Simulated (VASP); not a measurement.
# Si3N4 (P6_3/m) in VASP: further runs, part 3 of 3

VASP 6.6.1. Earlier steps stand in the parts before.

## (5) Single point, PBE+D3(BJ)

INCAR reads:

```
SYSTEM = Si3N4
ALGO     = Normal         ! electronic algorithm
EDIFF    = 1E-6           ! SCF threshold, eV
ENCUT    = 520            ! plane-wave cutoff, eV
GGA      = PE             ! functional
ISIF     = 2              ! what is computed and relaxed
ISMEAR   = 0              ! smearing method
IVDW     = 12             ! dispersion correction
LASPH    = .True.         ! aspherical terms in the spheres
LCHARG   = .False.        ! write CHGCAR
LREAL    = .False.        ! projectors in reciprocal space
LWAVE    = .False.        ! write WAVECAR
NBANDS   = 45             ! bands
NELM     = 100            ! most SCF steps
PREC     = Accurate       ! precision mode
SIGMA    = 0.1            ! smearing width, eV
```

KPOINTS reads:

```
k-points
0
Gamma
  3 3 8
  0 0 0
```

POSCAR reads:

```
Si3N4
1.0
    7.6198840364      0.0000000000      0.0000000000
   -3.8099420182      6.5990131494      0.0000000000
    0.0000000000      0.0000000000      2.9103447642
Si N
6 8
Direct
    0.7678567702      0.1742007360      0.3256295939
    0.5936560342      0.7678567702      0.8256295939
    0.8257992640      0.5936560342      0.3256295939
    0.2321432298      0.8257992640      0.8256295939
    0.4063439658      0.2321432298      0.3256295939
    0.1742007360      0.4063439658      0.8256295939
    0.0299234646      0.3299788309      0.3256284738
    0.6999446337      0.0299234646      0.8256284738
    0.6700211691      0.6999446337      0.3256284738
    0.9700765354      0.6700211691      0.8256284738
    0.3000553663      0.9700765354      0.3256284738
    0.3299788309      0.3000553663      0.8256284738
    0.3333333333      0.6666666667     -0.1743742030
    0.6666666667      0.3333333333      0.3256257970
```

The run is started by

```bash
$ cat potpaw_PBE.64/Si/POTCAR potpaw_PBE.64/N/POTCAR > POTCAR
$ mpirun -np 1 vasp_std > vasp.out
```

Run time: 2.8 min. Hardware: 1 thread of Intel Xeon 8259CL, shared host; peak memory 0.3 GiB.

It converged, with:

| Property | Result |
| --- | --- |
| Free energy | -118.0965 eV |
| Pressure | -0.2 GPa |
| Largest force | 0.028 eV/Å |
| Band gap on the k mesh | 4.33 eV (least direct gap 4.52 eV) |
| Dispersion energy per atom | -0.256 eV |

Forces on the atoms (eV/Å):
```
Si   0.024 -0.015  0.000
Si   0.025  0.013  0.000
Si   0.001  0.028  0.000
Si  -0.024  0.015  0.000
Si  -0.025 -0.013  0.000
Si  -0.001 -0.028  0.000
N   -0.003  0.001  0.000
N   -0.002 -0.002  0.000
N    0.000 -0.003  0.000
N    0.003 -0.001  0.000
N    0.002  0.002  0.000
N    0.000  0.003  0.000
N    0.000  0.000  0.000
N    0.000  0.000  0.000
```

Levels at points of the mesh, in eV from the valence-band top:
```csv
k point,band 29,band 30,band 31,band 32,band 33,band 34,band 35,band 36
"(0.00, 0.00, 0.00)",-1.27,-0.46,-0.37,-0.19,4.33,4.74,4.90,4.90
"(0.00, 0.00, 0.50)",-1.60,-1.60,-1.33,-1.33,4.71,4.71,4.71,4.71
```

## (6) Single point, PBE+D3(BJ) (9.20 Å³/atom)

This run uses another cell than the first one, of 9.20 Å³/atom.

INCAR reads:

```
PREC     = Accurate       # precision mode
ENCUT    = 520            # plane-wave cutoff, eV
EDIFF    = 1E-6           # SCF threshold, eV
ISMEAR   = 0              # smearing method
SIGMA    = 0.02           # smearing width, eV
LREAL    = False          # projectors in reciprocal space
LASPH    = True           # aspherical terms in the spheres
NELM     = 60             # most SCF steps
ALGO     = Normal         # electronic algorithm
ISIF     = 2              # what is computed and relaxed
LWAVE    = False          # write WAVECAR
LCHARG   = False          # write CHGCAR
GGA      = PE             # functional
IVDW     = 12             # dispersion correction
NBANDS   = 45             # bands
```

KPOINTS reads:

```
regular mesh
0
Gamma
  6 6 8
```

POSCAR reads:

```
Si3N4
1.0
    7.2850271943      0.0000000000      0.0000000000
   -3.6425135971      6.3090186175      0.0000000000
    0.0000000000      0.0000000000      2.8023997071
Si N
6 8
Direct
    0.7580371084      0.1647071994      0.3256285714
    0.5933299090      0.7580371084      0.8256285714
    0.8352928006      0.5933299090      0.3256285714
    0.2419628916      0.8352928006      0.8256285714
    0.4066700910      0.2419628916      0.3256285714
    0.1647071994      0.4066700910      0.8256285714
    0.0212087857      0.3273473596      0.3256285714
    0.6938614261      0.0212087857      0.8256285714
    0.6726526404      0.6938614261      0.3256285714
    0.9787912143      0.6726526404      0.8256285714
    0.3061385739      0.9787912143      0.3256285714
    0.3273473596      0.3061385739      0.8256285714
    0.3333333333      0.6666666667     -0.1743714286
    0.6666666667      0.3333333333      0.3256285714
```

Potentials or basis: VASP PAW PBE potentials, release 64 (Si, N).

The run is started by

```bash
$ cat potpaw_PBE.64/Si/POTCAR potpaw_PBE.64/N/POTCAR > POTCAR
$ mpirun -np 1 vasp_std > vasp.out
```

It took 7.3 min on 1 thread of Intel Xeon 8259CL, shared host; peak memory 0.36 GiB.

The run converged. Its results:

| Property | Result |
| --- | --- |
| Free energy | -116.1781 eV |
| Pressure | 38.7 GPa |
| Largest force | 0.012 eV/Å |
| Band gap on the k mesh | 4.68 eV (least direct gap 4.91 eV) |
| Dispersion energy per atom | -0.292 eV |

Forces on the atoms (eV/Å):
```
Si   0.006  0.008  0.000
Si  -0.004  0.009  0.000
Si  -0.010  0.001  0.000
Si  -0.006 -0.008  0.000
Si   0.004 -0.009  0.000
Si   0.010 -0.001  0.000
N   -0.001 -0.012  0.000
N    0.010 -0.007  0.000
N    0.011  0.006  0.000
N    0.001  0.012  0.000
N   -0.010  0.007  0.000
N   -0.011 -0.006  0.000
N    0.000  0.000  0.000
N    0.000  0.000  0.000
```

Levels at points of the mesh, in eV from the valence-band top:
```csv
k point,band 28,band 29,band 30,band 31,band 32,band 33,band 34,band 35,band 36,band 37
"(0.00, 0.00, 0.00)",-1.44,-1.44,-0.58,-0.33,-0.23,4.68,5.17,5.60,5.60,6.11
"(0.50, 0.00, 0.00)",-1.80,-1.56,-0.79,-0.40,-0.30,5.21,5.27,5.37,5.98,6.31
"(0.00, 0.00, 0.50)",-1.80,-1.80,-1.80,-1.70,-1.70,5.10,5.10,5.10,5.10,7.81
"(0.50, 0.00, 0.50)",-2.18,-1.67,-1.67,-1.25,-1.25,5.35,5.35,6.30,6.30,6.76
```

Caveat: the cell stands under pressure. A k mesh can miss the band edges.

## (7) Summary

```tsv
cell	k mesh	smearing	gap on the mesh (eV)	pressure (GPa)	largest force (eV/Å)
a = 7.619, b = 7.619, c = 2.911 Å, angles 90.0, 90.0, 120.0°, 14 atoms, atomic positions A	6 × 6 × 8	gaussian 0.02 eV	4.32	-0.3	-
a = 7.697, b = 7.697, c = 2.938 Å, angles 90.0, 90.0, 120.0°, 14 atoms, atomic positions B	6 × 6 × 8	gaussian 0.02 eV	4.22	-7.0	-
a = 7.620, b = 7.620, c = 2.910 Å, angles 90.0, 90.0, 120.0°, 14 atoms, atomic positions C	3 × 3 × 8	gaussian 0.1 eV	4.33	-0.2	0.03
a = 7.285, b = 7.285, c = 2.802 Å, angles 90.0, 90.0, 120.0°, 14 atoms, atomic positions D	6 × 6 × 8	gaussian 0.02 eV	4.68	38.7	0.01
```

Alike in all rows: task single point; level PBE+D3(BJ); potentials or basis VASP PAW PBE potentials, release 64 (Si, N); no spin polarisation; cutoff (eV) 520.

Caveats: the cell stands under tension (at least some runs); the cell stands under pressure (at least some runs).

Total energies depend on the potentials used, so only differences within one code and one set of settings carry meaning.
